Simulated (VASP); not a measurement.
Runs of VASP 6.6.1 on LaSb2Au. The structure is that of space group P4/nmm (No. 129), or close to it. The cells are those of the table. 

```csv
cell,gap on the mesh (eV),pressure (GPa),largest force (eV/Å)
"a = 4.314, b = 4.314, c = 10.146 Å, 8 atoms",none,(a),0.57
"a = 4.475, b = 4.475, c = 10.524 Å, 8 atoms",none,-4.4,0.16
"a = 4.356, b = 4.356, c = 10.243 Å, 8 atoms",none,2.4,0.41
"a = 4.551, b = 4.551, c = 10.703 Å, 8 atoms",none,-7.5,0.39
"a = 4.396, b = 4.396, c = 10.338 Å, 8 atoms",none,(b),0.31
"a = 4.514, b = 4.514, c = 10.614 Å, 8 atoms",none,-6.1,0.28
"a = 4.436, b = 4.436, c = 10.432 Å, 8 atoms",none,-2.5,0.23
```

Alike in all rows: task single point; level LDA; potentials or basis VASP PAW LDA potentials, release 64 (La, Sb, Au); no spin polarisation; k mesh 6 × 6 × 3; cutoff (eV) 520; smearing fermi-dirac 0.1 eV.

Problem. Fill in the values left out.

Solution. (a) 5.6; (b) -0.2.

Caveats: spin-orbit coupling is left out, which moves the levels of the heavy elements; the cell stands under tension (at least some runs); the cell stands under pressure (at least some runs).

A k mesh can miss the band edges, and the runs leave out spin-orbit coupling on Au, La, Sb.

A gap of «none» marks levels without a gap at the run's occupations.
